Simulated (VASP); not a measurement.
# Lu (Fm-3m) in VASP: single point with HSE06

Aim: the single point of Lu with HSE06.

Everything below comes from runs of VASP 6.6.1. Logs are shortened: lines on timing, memory, paths and dates and some standing lists are left out, and cuts for length are marked.

### Step 1. The cell of the first run

It takes space group Fm-3m (No. 225, cubic). Conventional cell: a = 4.989 Å, b = 4.989 Å, c = 4.989 Å, α = 90.00°, β = 90.00°, γ = 90.00°. Lu (site symmetry m-3m) has 12 Lu at 3.53 Å within 4.6 Å.

This isn't the form of Lu at room conditions, which is hcp.

### Step 2. Single point, HSE06

Contents of POSCAR:

```
Lu
1.0
    0.0000000000      2.4944530035      2.4944530035
    2.4944530035      0.0000000000      2.4944530035
    2.4944530035      2.4944530035      0.0000000000
Lu
1
Direct
    0.0000000000      0.0000000000      0.0000000000
```

Contents of INCAR.step1:

```
SYSTEM = Lu
PREC = Accurate ; ENCUT = 520
EDIFF = 1E-5 ; ISMEAR = 0
SIGMA = 0.05 ; LREAL = .FALSE.
LASPH = .TRUE. ; NELM = 60
ALGO = Normal ; ISIF = 2
LWAVE = .TRUE. ; GGA = PE
NBANDS = 18 ; KPAR = 4
```

Contents of INCAR.step2:

```
SYSTEM = Lu
PREC = Accurate ; ENCUT = 520
EDIFF = 1E-6 ; ISMEAR = 0
SIGMA = 0.05 ; LREAL = .FALSE.
LASPH = .TRUE. ; NELM = 60
ALGO = Normal ; ISIF = 2
LWAVE = .FALSE. ; LCHARG = .TRUE.
GGA = PE ; LHFCALC = .TRUE.
HFSCREEN = 0.2079 ; PRECFOCK = Normal
LVHAR = .TRUE. ; ISTART = 1
NBANDS = 18 ; KPAR = 4
```

Contents of KPOINTS:

```
regular mesh
0
G
  8 8 8
  0 0 0
```

Potentials or basis: VASP PAW PBE potentials, release 64 (Lu).

Started as:

```console
$ cat potpaw_PBE.64/Lu/POTCAR > POTCAR
$ cp INCAR.step1 INCAR
$ mpirun -np 4 vasp_std > vasp.out
$ cp INCAR.step2 INCAR
$ mpirun -np 4 vasp_std > vasp.out
```

OUTCAR:

```text
SYSTEM = Lu
   PREC = Accurate
   ENCUT = 520
   EDIFF = 1E-6
   ISMEAR = 0
   LREAL = .FALSE.
   LASPH = .TRUE.
   NELM = 60
   ISIF = 2
   GGA = PE
   LHFCALC = .TRUE.
   HFSCREEN = 0.2079
   PRECFOCK = Normal
   ISTART = 1

 ion  position               nearest neighbor table
   1  0.000  0.000  0.000-

  LATTYP: Found a face centered cubic cell.
 ALAT       =     4.9889060070

  Lattice vectors:

 A1 = (   0.0000000000,   2.4944530035,   2.4944530035)
 A2 = (   2.4944530035,   0.0000000000,   2.4944530035)
 A3 = (   2.4944530035,   2.4944530035,   0.0000000000)

Analysis of symmetry for initial positions (statically):
=====================================================================
 Subroutine PRICEL returns:
 Original cell was already a primitive cell.

 Routine SETGRP: Setting up the symmetry group for a
 face centered cubic supercell.

 Subroutine GETGRP returns: Found 48 space group operations
 (whereof 48 operations were pure point group operations)
 out of a pool of 48 trial point group operations.

The static configuration has the point symmetry O_h .

Analysis of symmetry for dynamics (positions and initial velocities):
=====================================================================
 Subroutine PRICEL returns:
 Original cell was already a primitive cell.

 Routine SETGRP: Setting up the symmetry group for a
 face centered cubic supercell.

 Subroutine GETGRP returns: Found 48 space group operations
 (whereof 48 operations were pure point group operations)
 out of a pool of 48 trial point group operations.

The dynamic configuration has the point symmetry O_h .

 Subroutine INISYM returns: Found 48 space group operations
 (whereof 48 operations are pure point group operations),
 and found     1 'primitive' translations

----------------------------------------------------------------------------------------

                                     Primitive cell

  volume of cell :      31.0424

  direct lattice vectors                    reciprocal lattice vectors
     0.000000000  2.494453003  2.494453003    -0.200444747  0.200444747  0.200444747
     2.494453003  0.000000000  2.494453003     0.200444747 -0.200444747  0.200444747
     2.494453003  2.494453003  0.000000000     0.200444747  0.200444747 -0.200444747
[... 84 lines left out ...]
   EDIFFG = 0.1E-04   stopping-criterion for IOM
   NSW    =      0    number of steps for IOM
   IBRION =     -1    ionic relax: 0-MD 1-quasi-New 2-CG
   NFREE  =      0    steps in history (QN), initial steepest desc. (CG)
   ISIF   =      2    stress and relaxation
   ISYM   =      3    0-nonsym 1-usesym 2-fastsym
   POTIM  = 0.5000    time-step for ionic-motion
   TEBEG  =    0.0;   TEEND  =   0.0 temperature during run
   PSTRESS=    0.0 pullay stress
   NELECT =      25.0000    total number of electrons
   NUPDOWN=      -1.0000    fix difference up-down
   EMIN   =  10.00;   EMAX   =-10.00  energy-range for DOS
   EFERMI =   0.00;   METHOD = LEGACY
   ISMEAR =     0;   SIGMA  =   0.05  broadening in eV -4-tet -1-fermi 0-gaus
   EFERMI_NEDOS =   21; number of points for ismear=-14 and -15
   IALGO  =     38    algorithm
   IMIX   =      1    mixing-type and parameters
     AMIX     =   0.40;   BMIX     =  1.00
     AMIX_MAG =   1.60;   BMIX_MAG =  1.00
  volume/ion in A,a.u.               =      31.04       209.48
  Fermi-wavevector in a.u.,A,eV,Ry     =   1.523127  2.878293 31.564380  2.319916
  Thomas-Fermi vector in A             =   2.631613
   LORBIT       =      0    0 simple, 1 ext, 2 COOP (PROOUT), +10 PAW based schemes
   GGA     = PE    functional components
   LHFCALC =     T    Hartree Fock is set to
   PRECFOCK=normal    Normal, Fast or Accurate (Low or Medium for compatibility)
   ENCUT4O =  -1.0   cutoff for four orbital integrals eV
   NKREDX  =     1    reduce k-point grid by
   NKREDY  =     1    reduce k-point grid by
   NKREDZ  =     1    reduce k-point grid by
   AEXX    =    0.2500 exact exchange contribution
   HFSCREEN=    0.2079 screening length (either q_TF or 0.3 A-1)
   HFSCREENC=   0.2079 screening length for correlation (either q_TF or 0.3 A-1)
   ENCUTFOCK=  -1.0 apply spherical cutoff to Coloumb kernel
   IVDW    =     0    specifies the selected vdW correction
   LEPSILON=     F    determine dielectric tensor
   LRPA    =     F    only Hartree local field effects (RPA)
 non-spin polarized calculation
 Gauss-broadening in eV      SIGMA  =   0.05
  energy-cutoff  :      520.00
  volume of cell :       31.04
 maximum number of plane-waves:       869
 NGX is ok and might be reduce to    28
  NGX = 20; NGY = 20; NGZ = 20

 number of electron      24.9999998 magnetization

 Free energy of the ion-electron system (eV)
  ---------------------------------------------------
  ext. energy  EPLUGINS =         0.00000000
  ---------------------------------------------------
  free energy    TOTEN  =        -4.88105129 eV

  energy without entropy =       -4.87921721  energy(sigma->0) =       -4.88013425

 E-fermi :   2.1160     XC(G=0):  -8.5395

 val. band max:        2.0776284193   @ k =  -0.3750   0.1250   0.0000
 cond. band min:       2.1384058998   @ k =  -0.2500   0.3750   0.1250
 fundamental gap:      0.0607774805
 Fermi energy:         2.1160294938

 k-point     1 :       0.0000    0.0000    0.0000
  band No.  band energies     occupation
      1     -57.5961      2.00000
      2     -26.6756      2.00000
      3     -26.6756      2.00000
      4     -26.6756      2.00000
      5      -6.1696      2.00000
      6      -6.1351      2.00000
[... 481 lines left out ...]
      5      -6.1413      2.00000
      6      -6.1404      2.00000
[... 10 lines left out ...]
     17       9.6461      0.00000
     18       9.7897      0.00000

 [... further k-points ...]

------------------------ aborting loop because EDIFF is reached ----------------------------------------

  FORCE on cell =-STRESS in cart. coord.  units (eV):
  Direction    XX          YY          ZZ          XY          YZ          ZX
  --------------------------------------------------------------------------------------
  -------------------------------------------------------------------------------------
  Total        0.0472533      0.0472533      0.0472533     -0.0000000     -0.0000000      0.0000000
  in kB        2.4388598      2.4388598      2.4388598     -0.0000000     -0.0000000      0.0000000
  external PRESSURE =       2.4388598 kB  Pullay stress =       0.0000000 kB

 VOLUME and BASIS-vectors are now :
 -----------------------------------------------------------------------------
  energy-cutoff  :      520.00
  volume of cell :       31.04
      direct lattice vectors                 reciprocal lattice vectors
     0.000000000  2.494453003  2.494453003    -0.200444747  0.200444747  0.200444747
     2.494453003  0.000000000  2.494453003     0.200444747 -0.200444747  0.200444747
     2.494453003  2.494453003  0.000000000     0.200444747  0.200444747 -0.200444747

 POSITION                                       TOTAL-FORCE (eV/Angst)
 -----------------------------------------------------------------------------------
      0.00000      0.00000      0.00000         0.000000      0.000000      0.000000
 -----------------------------------------------------------------------------------
    total drift:                               -0.000002     -0.000002     -0.000003

  FREE ENERGIE OF THE ION-ELECTRON SYSTEM (eV)
  ---------------------------------------------------
  free  energy   TOTEN  =        -4.8810512886 eV

  energy  without entropy=       -4.8792172098  energy(sigma->0) =       -4.88013425
```

OUTCAR.step1:

```text
SYSTEM = Lu
   PREC = Accurate
   ENCUT = 520
   EDIFF = 1E-5
   ISMEAR = 0
   LREAL = .FALSE.
   LASPH = .TRUE.
   NELM = 60
[... 721 lines left out ...]
 -----------------------------------------------------------------------------------
      0.00000      0.00000      0.00000        -0.000000      0.000000      0.000000
 -----------------------------------------------------------------------------------
    total drift:                               -0.000000     -0.000000     -0.000000

  FREE ENERGIE OF THE ION-ELECTRON SYSTEM (eV)
  ---------------------------------------------------
  free  energy   TOTEN  =        -4.4598368225 eV

  energy  without entropy=       -4.4569922051  energy(sigma->0) =       -4.45841451
```

OSZICAR.step1:

```text
N       E                     dE             d eps       ncg     rms          rms(c)
DAV:   1     0.828527449576E+02    0.82853E+02   -0.10414E+04  1278   0.460E+03
DAV:   2     0.996102649532E+00   -0.81857E+02   -0.80405E+02  1102   0.333E+02
DAV:   3    -0.435839309149E+01   -0.53545E+01   -0.53044E+01  1174   0.703E+01
DAV:   4    -0.453846744222E+01   -0.18007E+00   -0.17955E+00  1496   0.107E+01
DAV:   5    -0.454169408038E+01   -0.32266E-02   -0.32238E-02  1216   0.111E+00    0.343E+00
DAV:   6    -0.447982963271E+01    0.61864E-01   -0.16937E-01  1622   0.598E+00    0.165E+00
DAV:   7    -0.446116030393E+01    0.18669E-01   -0.36130E-02  1356   0.144E+00    0.293E-01
DAV:   8    -0.445968173610E+01    0.14786E-02   -0.42666E-03  1668   0.733E-01    0.922E-02
DAV:   9    -0.445983716225E+01   -0.15543E-03   -0.40340E-04  1252   0.252E-01    0.430E-02
DAV:  10    -0.445983682251E+01    0.33974E-06   -0.69586E-05  1384   0.818E-02
   1 F= -.44598368E+01 E0= -.44584145E+01  d E =-.284462E-02
```

Run time: 40 min. Hardware: 4 MPI ranks of AMD EPYC 9R45 (Zen 5), shared host; peak memory 0.27 GiB.

What came out:

| Quantity | Value |
| --- | --- |
| Free energy | -4.8811 eV |
| Pressure | 0.2 GPa |
| Band gap on the k mesh | zero (an odd number of electrons rules out a gap without spin polarisation) |

Caveat: the PAW data sets were made with another functional, which shifts forces and pressure a little; spin-orbit coupling is left out, which moves the levels of the heavy elements.

The gap in the log of VASP goes by the Fermi energy; the results here count the filled bands.